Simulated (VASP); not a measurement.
# ZnAu (Pm-3m) in VASP: single point with r2SCAN

Aim: the single point of ZnAu with r2SCAN.

Program: VASP 6.6.1. These are calculated values, not measurements. Logs are shortened: lines on timing, memory, paths and dates and some standing lists are left out, and cuts for length are marked.

## Step 1: The cell of the first run

The structure is cubic, space group Pm-3m (No. 221). The conventional cell has a = 3.147 Å, b = 3.147 Å, c = 3.147 Å, α = 90.00°, β = 90.00°, γ = 90.00°. Zn (site symmetry m-3m) has 8 Au at 2.73 Å and 6 Zn at 3.15 Å within 3.6 Å. Within 3.6 Å of Au (site symmetry m-3m) lie 8 Zn at 2.73 Å and 6 Au at 3.15 Å.

## Step 2: Single point, r2SCAN

File POSCAR:

```
ZnAu
1.0
    3.1470000000      0.0000000000      0.0000000000
    0.0000000000      3.1470000000      0.0000000000
    0.0000000000      0.0000000000      3.1470000000
Zn Au
1 1
Direct
    0.5000000000      0.5000000000      0.5000000000
    0.0000000000      0.0000000000      0.0000000000
```

File INCAR.step1:

```
SYSTEM = ZnAu
PREC = Accurate ; ENCUT = 520
ISMEAR = 0 ; SIGMA = 0.15
LREAL = .False. ; LASPH = .True.
NELM = 100 ; NBANDS = 18
GGA = PE ; ALGO = Normal
EDIFF = 1E-4 ; LWAVE = .True.
LCHARG = .False.
```

File INCAR.step2:

```
SYSTEM = ZnAu
PREC = Accurate ; ENCUT = 520
EDIFF = 1E-7 ; ISMEAR = 0
SIGMA = 0.15 ; LREAL = .False.
LASPH = .True. ; NELM = 100
ALGO = Normal ; ISIF = 2
LWAVE = .False. ; LCHARG = .False.
METAGGA = R2SCAN ; LMIXTAU = .True.
NBANDS = 18 ; ISTART = 1
```

File KPOINTS:

```
Automatic mesh
0
Gamma
  16 16 16
  0 0 0
```

Potentials or basis: VASP PAW PBE potentials, release 64 (Zn, Au).

Started as:

```console
$ cat potpaw_PBE.64/Zn/POTCAR potpaw_PBE.64/Au/POTCAR > POTCAR
$ cp INCAR.step1 INCAR
$ mpirun -np 1 vasp_std > vasp.out
$ cp INCAR.step2 INCAR
$ mpirun -np 1 vasp_std > vasp.out
```

OUTCAR:

```text
SYSTEM = ZnAu
   PREC = Accurate
   ENCUT = 520
   EDIFF = 1E-7
   ISMEAR = 0
   LREAL = .False.
   LASPH = .True.
   NELM = 100
   ISIF = 2
   METAGGA = R2SCAN
   ISTART = 1

 ion  position               nearest neighbor table
   1  0.500  0.500  0.500-   2 2.73   2 2.73   2 2.73   2 2.73   2 2.73   2 2.73   2 2.73   2 2.73

   2  0.000  0.000  0.000-   1 2.73   1 2.73   1 2.73   1 2.73   1 2.73   1 2.73   1 2.73   1 2.73

  LATTYP: Found a simple cubic cell.
 ALAT       =     3.1470000000

  Lattice vectors:

 A1 = (   3.1470000000,   0.0000000000,   0.0000000000)
 A2 = (   0.0000000000,   3.1470000000,   0.0000000000)
 A3 = (   0.0000000000,   0.0000000000,   3.1470000000)

Analysis of symmetry for initial positions (statically):
=====================================================================
 Subroutine PRICEL returns:
 Original cell was already a primitive cell.

 Routine SETGRP: Setting up the symmetry group for a
 simple cubic supercell.

 Subroutine GETGRP returns: Found 48 space group operations
 (whereof 48 operations were pure point group operations)
 out of a pool of 48 trial point group operations.

The static configuration has the point symmetry O_h .

Analysis of symmetry for dynamics (positions and initial velocities):
=====================================================================
 Subroutine PRICEL returns:
 Original cell was already a primitive cell.

 Routine SETGRP: Setting up the symmetry group for a
 simple cubic supercell.

 Subroutine GETGRP returns: Found 48 space group operations
 (whereof 48 operations were pure point group operations)
 out of a pool of 48 trial point group operations.

The dynamic configuration has the point symmetry O_h .

 Subroutine INISYM returns: Found 48 space group operations
 (whereof 48 operations are pure point group operations),
 and found     1 'primitive' translations

----------------------------------------------------------------------------------------

                                     Primitive cell

  volume of cell :      31.1667

  direct lattice vectors                    reciprocal lattice vectors
     3.147000000  0.000000000  0.000000000     0.317762949  0.000000000  0.000000000
     0.000000000  3.147000000  0.000000000     0.000000000  0.317762949  0.000000000
     0.000000000  0.000000000  3.147000000     0.000000000  0.000000000  0.317762949

  length of vectors
     3.147000000  3.147000000  3.147000000     0.317762949  0.317762949  0.317762949

  position of ions in fractional coordinates (direct lattice)
[... 74 lines left out ...]
   LNONCOLLINEAR =      F non collinear calculations
   LSORBIT =      F    spin-orbit coupling
   LASPH  =      T    aspherical Exc in radial PAW
   ENCUT  =  520.0 eV  38.22 Ry    6.18 a.u.   5.85  5.85  5.85*2*pi/ulx,y,z
   NELM   =    100;   NELMIN=  2; NELMDL=  0     # of ELM steps
   EDIFF  = 0.1E-06   stopping-criterion for ELM
   LREAL  =      F    real-space projection
   EDIFFG = 0.1E-05   stopping-criterion for IOM
   NSW    =      0    number of steps for IOM
   IBRION =     -1    ionic relax: 0-MD 1-quasi-New 2-CG
   NFREE  =      0    steps in history (QN), initial steepest desc. (CG)
   ISIF   =      2    stress and relaxation
   ISYM   =      2    0-nonsym 1-usesym 2-fastsym
   POTIM  = 0.5000    time-step for ionic-motion
   TEBEG  =    0.0;   TEEND  =   0.0 temperature during run
   PSTRESS=    0.0 pullay stress
   NELECT =      23.0000    total number of electrons
   NUPDOWN=      -1.0000    fix difference up-down
   EMIN   =  10.00;   EMAX   =-10.00  energy-range for DOS
   EFERMI =   0.00;   METHOD = LEGACY
   ISMEAR =     0;   SIGMA  =   0.15  broadening in eV -4-tet -1-fermi 0-gaus
   EFERMI_NEDOS =   21; number of points for ismear=-14 and -15
   IALGO  =     38    algorithm
   IMIX   =      4    mixing-type and parameters
     AMIX     =   0.40;   BMIX     =  1.00
     AMIX_MAG =   1.60;   BMIX_MAG =  1.00
  volume/ion in A,a.u.               =      15.58       105.16
  Fermi-wavevector in a.u.,A,eV,Ry     =   1.479406  2.795672 29.778283  2.188642
  Thomas-Fermi vector in A             =   2.593568
   LORBIT       =      0    0 simple, 1 ext, 2 COOP (PROOUT), +10 PAW based schemes
   METAGGA = R2SCAN    functional components
   LHFCALC =     F    Hartree Fock is set to
   AEXX    =    0.0000 exact exchange contribution
   IVDW    =     0    specifies the selected vdW correction
   LEPSILON=     F    determine dielectric tensor
   LRPA    =     F    only Hartree local field effects (RPA)
 non-spin polarized calculation
 Gauss-broadening in eV      SIGMA  =   0.15
  energy-cutoff  :      520.00
  volume of cell :       31.17
 maximum number of plane-waves:       862
 NGX is ok and might be reduce to    24
   NGX = 11   NGY = 11   NGZ = 11

 number of electron      23.0000000 magnetization

 Free energy of the ion-electron system (eV)
  ---------------------------------------------------
  ext. energy  EPLUGINS =         0.00000000
  ---------------------------------------------------
  free energy    TOTEN  =       -59.94016479 eV

  energy without entropy =      -59.93544528  energy(sigma->0) =      -59.93780504

 E-fermi :   6.9854     XC(G=0): -13.4268

 val. band max:        6.9657550093   @ k =   0.4375   0.3125   0.2500
 cond. band min:       7.0470495599   @ k =   0.3750   0.3750   0.1250
 fundamental gap:      0.0812945506
 Fermi energy:         6.9853663157

 k-point     1 :       0.0000    0.0000    0.0000
  band No.  band energies     occupation
      1      -4.0399      2.00000
      2      -1.5234      2.00000
      3      -1.5234      2.00000
      4      -0.8134      2.00000
      5      -0.8134      2.00000
      6      -0.8134      2.00000
[... 481 lines left out ...]
      5      -0.7418      2.00000
      6      -0.2474      2.00000
[... 10 lines left out ...]
     17      18.9888      0.00000
     18      21.9294      0.00000

 [... further k-points ...]
[... 5 lines left out ...]
  --------------------------------------------------------------------------------------
  -------------------------------------------------------------------------------------
  Total        0.0966815      0.0966815      0.0966815      0.0000000      0.0000000     -0.0000000
  in kB        4.9700824      4.9700824      4.9700824      0.0000000      0.0000000     -0.0000000
  external PRESSURE =       4.9700824 kB  Pullay stress =       0.0000000 kB

 VOLUME and BASIS-vectors are now :
 -----------------------------------------------------------------------------
  energy-cutoff  :      520.00
  volume of cell :       31.17
      direct lattice vectors                 reciprocal lattice vectors
     3.147000000  0.000000000  0.000000000     0.317762949  0.000000000  0.000000000
     0.000000000  3.147000000  0.000000000     0.000000000  0.317762949  0.000000000
     0.000000000  0.000000000  3.147000000     0.000000000  0.000000000  0.317762949

 POSITION                                       TOTAL-FORCE (eV/Angst)
 -----------------------------------------------------------------------------------
      1.57350      1.57350      1.57350         0.000000      0.000000      0.000000
      0.00000      0.00000      0.00000         0.000000      0.000000      0.000000
 -----------------------------------------------------------------------------------
    total drift:                                0.000000      0.000000     -0.000000

  FREE ENERGIE OF THE ION-ELECTRON SYSTEM (eV)
  ---------------------------------------------------
  free  energy   TOTEN  =       -59.9401647934 eV

  energy  without entropy=      -59.9354452768  energy(sigma->0) =      -59.93780504
```

OUTCAR.step1:

```text
SYSTEM = ZnAu
   PREC = Accurate
   ENCUT = 520
   ISMEAR = 0
   LREAL = .False.
   LASPH = .True.
[... 727 lines left out ...]
      1.57350      1.57350      1.57350         0.000000      0.000000      0.000000
      0.00000      0.00000      0.00000         0.000000      0.000000      0.000000
 -----------------------------------------------------------------------------------
    total drift:                                0.000000      0.000000     -0.000000

  FREE ENERGIE OF THE ION-ELECTRON SYSTEM (eV)
  ---------------------------------------------------
  free  energy   TOTEN  =        -4.7352007791 eV

  energy  without entropy=       -4.7300501659  energy(sigma->0) =       -4.73262547
```

OSZICAR.step1:

```text
N       E                     dE             d eps       ncg     rms          rms(c)
DAV:   1     0.131735942509E+03    0.13174E+03   -0.11495E+04  6116   0.165E+03
DAV:   2     0.298512140013E+00   -0.13144E+03   -0.12529E+03  6020   0.315E+02
DAV:   3    -0.514377702462E+01   -0.54423E+01   -0.54057E+01  6552   0.693E+01
DAV:   4    -0.519116986110E+01   -0.47393E-01   -0.47378E-01  6430   0.573E+00
DAV:   5    -0.519168480351E+01   -0.51494E-03   -0.51494E-03  6416   0.638E-01    0.854E+00
DAV:   6    -0.476908266340E+01    0.42260E+00   -0.11953E+00  6348   0.120E+01    0.540E+00
DAV:   7    -0.474321622902E+01    0.25866E-01   -0.31343E-02  7850   0.363E+00    0.285E+00
DAV:   8    -0.473520318425E+01    0.80130E-02   -0.95354E-03  6138   0.999E-01    0.152E-01
DAV:   9    -0.473520077910E+01    0.24051E-05   -0.27021E-04  5718   0.293E-01
   1 F= -.47352008E+01 E0= -.47326255E+01  d E =-.515061E-02
```

It took 5.6 min on 1 thread of Oxide Virtual Turin-like, shared host; peak memory 0.19 GiB.

What came out:

```
Free energy : -59.9402 eV
Pressure    : 0.5 GPa
```

Caveat: the PAW data sets were made with another functional, which shifts forces and pressure a little; spin-orbit coupling is left out, which moves the levels of the heavy elements.
